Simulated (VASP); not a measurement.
# Pt8Cl in VASP: single point with LDA

Aim: the single point of Pt8Cl with LDA.

Everything below comes from runs of VASP 6.6.1. Logs are shortened: lines on timing, memory, paths and dates and some standing lists are left out, and cuts for length are marked.

## Step 1: The cell of the first run

The cell holds a slab with vacuum, 9 atoms: a = 5.506 Å, b = 2.753 Å, c = 25.744 Å, α = 90.00°, β = 90.00°, γ = 120.00°.

## Step 2: Single point, LDA

Input file INCAR:

```
PREC = Accurate
ENCUT = 520
EDIFF = 1E-6
ISMEAR = 0
SIGMA = 0.1
LREAL = False
LASPH = True
NELM = 60
ALGO = Normal
ISIF = 2
LWAVE = False
LCHARG = False
LDIPOL = True
IDIPOL = 3
DIPOL = 0.5 0.5 0.485
GGA = CA
NBANDS = 54
```

Input file KPOINTS:

```
Automatic mesh
0
Gamma
  6 12 1
```

Input file POSCAR:

```
Pt8Cl
1.0
    5.5063844044      0.0000000000      0.0000000000
   -1.3765961011      2.3843343886      0.0000000000
    0.0000000000      0.0000000000     25.7439160592
Pt Cl
8 1
Direct
    0.3333333333      0.3333333333      0.3301750977
    0.8333333333      0.3333333333      0.3301750977
    0.6666666667      0.6666666667      0.4174956131
    0.1666666667      0.6666666667      0.4174956131
    0.0030689001      0.0030689001      0.5035125575
    0.4979541202     -0.0020458798      0.5047806444
    0.3436268660      0.3436268660      0.5938296399
    0.8418268521      0.3418268521      0.5892946513
    0.3259051633      0.3259051633      0.6814709961
```

Potentials or basis: VASP PAW LDA potentials, release 64 (Pt, Cl).

The run is started by

```
cat potpaw_LDA.64/Pt/POTCAR potpaw_LDA.64/Cl/POTCAR > POTCAR
mpirun -np 1 vasp_std > vasp.out
```

OUTCAR:

```text
PREC = Accurate
   ENCUT = 520
   EDIFF = 1E-6
   ISMEAR = 0
   LREAL = False
   LASPH = True
   NELM = 60
   ISIF = 2
   GGA = CA

 ion  position               nearest neighbor table
   1  0.333  0.333  0.330-   4 2.75   4 2.75   3 2.75   2 2.75   2 2.75   2 2.75   2 2.75
   2  0.833  0.333  0.330-   3 2.75   3 2.75   4 2.75   1 2.75   1 2.75   1 2.75   1 2.75
   3  0.667  0.667  0.417-   5 2.73   2 2.75   2 2.75   1 2.75   4 2.75   4 2.75   4 2.75   4 2.75
                             6 2.76   6 2.76
   4  0.167  0.667  0.417-   5 2.72   5 2.72   6 2.75   1 2.75   1 2.75   2 2.75   3 2.75   3 2.75
                             3 2.75   3 2.75
   5  0.003  0.003  0.504-   8 2.71   8 2.71   4 2.72   4 2.72   6 2.73   6 2.73   3 2.73   6 2.77
                             6 2.77   7 2.84
   6  0.498  0.998  0.505-   8 2.72   5 2.73   5 2.73   4 2.75   3 2.76   3 2.76   7 2.77   7 2.77
                             5 2.77   5 2.77
   7  0.344  0.344  0.594-   9 2.26   8 2.75   8 2.75   8 2.76   8 2.76   6 2.77   6 2.77   5 2.84

   8  0.842  0.342  0.589-   5 2.71   5 2.71   6 2.72   7 2.75   7 2.75   7 2.76   7 2.76
   9  0.326  0.326  0.681-   7 2.26

  Warning from LATTYP: Monoclinic adjustment (A1->A3, A2->A1, A3->A2)!
  LATTYP: Found a simple orthorhombic cell.
 ALAT       =     2.7531922022
 B/A-ratio  =     1.7320508076
 C/A-ratio  =     9.3505698726

  Lattice vectors:

 A1 = (   1.3765961011,  -2.3843343886,   0.0000000000)
 A2 = (   4.1297883033,   2.3843343886,   0.0000000000)
 A3 = (   0.0000000000,   0.0000000000,  25.7439160592)

Analysis of symmetry for initial positions (statically):
=====================================================================
 Subroutine PRICEL returns:
 Original cell was already a primitive cell.

 Routine SETGRP: Setting up the symmetry group for a
 simple orthorhombic supercell.

 Subroutine GETGRP returns: Found  2 space group operations
 (whereof  2 operations were pure point group operations)
 out of a pool of  8 trial point group operations.

The static configuration has the point symmetry C_1h.

Analysis of symmetry for dynamics (positions and initial velocities):
=====================================================================
 Subroutine PRICEL returns:
 Original cell was already a primitive cell.

 Routine SETGRP: Setting up the symmetry group for a
 simple orthorhombic supercell.

 Subroutine GETGRP returns: Found  2 space group operations
 (whereof  2 operations were pure point group operations)
 out of a pool of  8 trial point group operations.

The dynamic configuration has the point symmetry C_1h.

 Subroutine INISYM returns: Found  2 space group operations
 (whereof  2 operations are pure point group operations),
 and found     1 'primitive' translations

----------------------------------------------------------------------------------------

                                     Primitive cell

  volume of cell :     337.9935

  direct lattice vectors                    reciprocal lattice vectors
     5.506384404  0.000000000  0.000000000     0.181607372  0.104851065  0.000000000
    -1.376596101  2.384334389  0.000000000     0.000000000  0.419404260  0.000000000
     0.000000000  0.000000000 25.743916059     0.000000000  0.000000000  0.038844129

  length of vectors
     5.506384404  2.753192202 25.743916059     0.209702130  0.419404260  0.038844129

  position of ions in fractional coordinates (direct lattice)
     0.333333333  0.333333333  0.330175098
     0.833333333  0.333333333  0.330175098
     0.666666667  0.666666667  0.417495613
     0.166666667  0.666666667  0.417495613
     0.003068900  0.003068900  0.503512558
     0.497954120  0.997954120  0.504780644
     0.343626866  0.343626866  0.593829640
     0.841826852  0.341826852  0.589294651
     0.325905163  0.325905163  0.681470996

  ion indices of the primitive-cell ions
   primitive index   ion index
                 1           1
                 2           2
                 3           3
                 4           4
                 5           5
                 6           6
                 7           7
                 8           8
                 9           9

----------------------------------------------------------------------------------------

 KPOINTS: Automatic mesh

Automatic generation of k-mesh.
 Grid dimensions read from file:
 generate k-points for:    6   12    1

 Generating k-lattice:

  Cartesian coordinates                     Fractional coordinates (reciprocal lattice)
     0.030267895  0.017475178  0.000000000     0.166666667  0.000000000  0.000000000
     0.000000000  0.034950355  0.000000000     0.000000000  0.083333333  0.000000000
     0.000000000  0.000000000  0.038844129     0.000000000  0.000000000  1.000000000

  Length of vectors
     0.034950355  0.034950355  0.038844129

  Shift w.r.t. Gamma in fractional coordinates (k-lattice)
     0.000000000  0.000000000  0.000000000

 Subroutine IBZKPT returns following result:
 ===========================================

 Found     25 irreducible k-points:

 Following reciprocal coordinates:
            Coordinates               Weight
  0.000000  0.000000  0.000000      1.000000
  0.166667 -0.000000  0.000000      2.000000
  0.333333  0.000000  0.000000      2.000000
  0.500000  0.000000  0.000000      1.000000
  0.000000  0.083333  0.000000      4.000000
  0.166667  0.083333  0.000000      4.000000
[... 16 lines left out ...]
  0.166667  0.500000  0.000000      2.000000
  0.333333  0.500000  0.000000      2.000000
   k-points           NKPTS =     25   k-points in BZ     NKDIM =     25   number of bands    NBANDS=     54
   number of dos      NEDOS =    301   number of ions     NIONS =      9
   total plane-waves  NPLWV = 161280
   dimension x,y,z NGX =    42 NGY =   20 NGZ =  192
   dimension x,y,z NGXF=    84 NGYF=   40 NGZF=  384
   ions per type =               8   1
   NGX,Y,Z   is equivalent  to a cutoff of  12.68, 12.08, 12.40 a.u.
   NGXF,Y,Z  is equivalent  to a cutoff of  25.36, 24.15, 24.80 a.u.
 SYSTEM =  unknown system
   PREC   = accura    normal or accurate (medium, high low for compatibility)
   ISTART =      0    job   : 0-new  1-cont  2-samecut
   ICHARG =      2    charge: 1-file 2-atom 10-const
   ISPIN  =      1    spin polarized calculation?
   LNONCOLLINEAR =      F non collinear calculations
   LSORBIT =      F    spin-orbit coupling
   LASPH  =      T    aspherical Exc in radial PAW
   ENCUT  =  520.0 eV  38.22 Ry    6.18 a.u.  10.24  5.12 47.87*2*pi/ulx,y,z
   NELM   =     60;   NELMIN=  2; NELMDL= -5     # of ELM steps
   EDIFF  = 0.1E-05   stopping-criterion for ELM
   LREAL  =      F    real-space projection
   EDIFFG = 0.1E-04   stopping-criterion for IOM
   NSW    =      0    number of steps for IOM
   IBRION =     -1    ionic relax: 0-MD 1-quasi-New 2-CG
   NFREE  =      0    steps in history (QN), initial steepest desc. (CG)
   ISIF   =      2    stress and relaxation
   ISYM   =      2    0-nonsym 1-usesym 2-fastsym
   POTIM  = 0.5000    time-step for ionic-motion
   TEBEG  =    0.0;   TEEND  =   0.0 temperature during run
   PSTRESS=    0.0 pullay stress
   NELECT =      87.0000    total number of electrons
   NUPDOWN=      -1.0000    fix difference up-down
   EMIN   =  10.00;   EMAX   =-10.00  energy-range for DOS
   EFERMI =   0.00;   METHOD = LEGACY
   ISMEAR =     0;   SIGMA  =   0.10  broadening in eV -4-tet -1-fermi 0-gaus
   EFERMI_NEDOS =   21; number of points for ismear=-14 and -15
   IALGO  =     38    algorithm
   IMIX   =      4    mixing-type and parameters
     AMIX     =   0.40;   BMIX     =  1.00
     AMIX_MAG =   1.60;   BMIX_MAG =  1.00
  volume/ion in A,a.u.               =      37.55       253.43
  Fermi-wavevector in a.u.,A,eV,Ry     =   1.041386  1.967935 14.755317  1.084485
  Thomas-Fermi vector in A             =   2.176005
   LORBIT       =      0    0 simple, 1 ext, 2 COOP (PROOUT), +10 PAW based schemes
   GGA     = CA    functional components
   LHFCALC =     F    Hartree Fock is set to
   AEXX    =    0.0000 exact exchange contribution
   IVDW    =     0    specifies the selected vdW correction
   LEPSILON=     F    determine dielectric tensor
   LRPA    =     F    only Hartree local field effects (RPA)
 non-spin polarized calculation
 Gauss-broadening in eV      SIGMA  =   0.10
  energy-cutoff  :      520.00
  volume of cell :      337.99
 maximum number of plane-waves:      9174
 NGX is ok and might be reduce to    42
   NGX = 21   NGY = 11   NGZ = 95

 dipolmoment           0.000000      0.000000      0.002109 electrons x Angstroem

 number of electron      87.0000005 magnetization

 dipolmoment           0.000000      0.000000     -0.005345 electrons x Angstroem

 Free energy of the ion-electron system (eV)
  ---------------------------------------------------
  ext. energy  EPLUGINS =         0.00000000
  ---------------------------------------------------
  free energy    TOTEN  =       -60.04680581 eV

  energy without entropy =      -59.97386718  energy(sigma->0) =      -60.01033649

 E-fermi :   0.6349     XC(G=0):  -6.1306

 val. band max:        0.6333722986   @ k =   0.1667   0.0833   0.0000
 cond. band min:       0.6366097367   @ k =   0.3333   0.0833   0.0000
 fundamental gap:      0.0032374381
 Fermi energy:         0.6348522931

 k-point     1 :       0.0000    0.0000    0.0000
  band No.  band energies     occupation
      1     -15.2718      2.00000
      2      -9.3317      2.00000
      3      -7.9728      2.00000
      4      -6.9073      2.00000
      5      -6.7168      2.00000
      6      -6.5804      2.00000
[... 46 lines left out ...]
     53       3.8604      0.00000
     54       6.3330      0.00000
[... 1309 lines left out ...]
     53       6.8195      0.00000
     54       6.9620      0.00000

 [... further k-points ...]

------------------------ aborting loop because EDIFF is reached ----------------------------------------

 vacuum level on the upper side and lower side of the slab       (xc-potential included)        -0.043        -0.084

  FORCE on cell =-STRESS in cart. coord.  units (eV):
  Direction    XX          YY          ZZ          XY          YZ          ZX
  --------------------------------------------------------------------------------------
  -------------------------------------------------------------------------------------
  Total       -7.1251014     -6.9799490      0.9026649     -0.1257057     -0.0412646     -0.0714782
  in kB      -33.7748423    -33.0867820      4.2788676     -0.5958777     -0.1956049     -0.3388252
  external PRESSURE =     -20.8609189 kB  Pullay stress =       0.0000000 kB

 VOLUME and BASIS-vectors are now :
 -----------------------------------------------------------------------------
  energy-cutoff  :      520.00
  volume of cell :      337.99
      direct lattice vectors                 reciprocal lattice vectors
     5.506384404  0.000000000  0.000000000     0.181607372  0.104851065  0.000000000
    -1.376596101  2.384334389  0.000000000     0.000000000  0.419404260  0.000000000
     0.000000000  0.000000000 25.743916059     0.000000000  0.000000000  0.038844129

 POSITION                                       TOTAL-FORCE (eV/Angst)
 -----------------------------------------------------------------------------------
      1.37660      0.79478      8.50000        -0.015638     -0.009029     -0.092849
      4.12979      0.79478      8.50000         0.031738      0.018324     -0.190351
      2.75319      1.58956     10.74797        -0.002078     -0.001200      0.089690
      0.00000      1.58956     10.74797         0.016148      0.009323      0.126242
      0.01267      0.00732     12.96239        -0.029851     -0.017234     -0.004038
      1.36815      2.37946     12.99503        -0.016772     -0.009683     -0.002404
      1.41911      0.81932     15.28750        -0.000934     -0.000539      0.020653
      4.16486      0.81503     15.17075         0.018687      0.010789      0.027735
      1.34592      0.77707     17.54373        -0.001299     -0.000750      0.025322
 -----------------------------------------------------------------------------------
    total drift:                                0.000199      0.000114     -0.000284

  FREE ENERGIE OF THE ION-ELECTRON SYSTEM (eV)
  ---------------------------------------------------
  free  energy   TOTEN  =       -60.0468058108 eV

  energy  without entropy=      -59.9738671766  energy(sigma->0) =      -60.01033649

 vacuum level on the upper side and lower side of the slab         6.626         6.671
```

Run time: 12 min. Hardware: 1 thread of Intel Xeon 6975P-C (Granite Rapids), shared host; peak memory 0.54 GiB.

Results:

```yaml
Free_energy: -60.0468 eV
Largest_force: 0.194 eV/Å
Band_gap_on_the_k_mesh: zero (an odd number of electrons rules out a gap without spin polarisation)
```

Forces on the atoms (eV/Å):
```
Pt  -0.016 -0.009 -0.093
Pt   0.032  0.018 -0.190
Pt  -0.002 -0.001  0.090
Pt   0.016  0.009  0.126
Pt  -0.030 -0.017 -0.004
Pt  -0.017 -0.010 -0.002
Pt  -0.001 -0.001  0.021
Pt   0.019  0.011  0.028
Cl  -0.001 -0.001  0.025
```

Caveat: spin-orbit coupling is left out, which moves the levels of the heavy elements.
